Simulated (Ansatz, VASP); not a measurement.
NbCd3 in VASP and in Ansatz

```
Cd Nb
1.0
     4.22427    0.00000    0.00000
     0.00000    4.22427    0.00000
     0.00000    0.00000    4.22427
Cd Nb
3 1
Direct
  0.00000 0.50000 0.50000
  0.50000 0.00000 0.50000
  0.50000 0.50000 0.00000
  0.00000 0.00000 0.00000
```

Alike in both runs: task single point; functional PBE; k mesh 8 × 8 × 8; no spin polarisation.

|  | VASP | Ansatz |
| --- | --- | --- |
| version | VASP 6.6.1 | Ansatz 0.2.0 |
| potentials or method | VASP PAW PBE potentials, release 64 (Cd, Nb_sv), cutoff 520 eV | PAW plane waves |
| occupations | fermi-dirac, width 0.1 eV | fermi-dirac |
| valence electrons in the cell | 49 | 73 |

Ansatz gave:

```
pressure (GPa) : 6.4
```

Question: Which values does VASP return?

Answer: Pressure (GPa): 6.9.

VASP's potentials hold 49 valence electrons a cell and Ansatz's 73, so a difference there can come from the potentials and not from the codes.
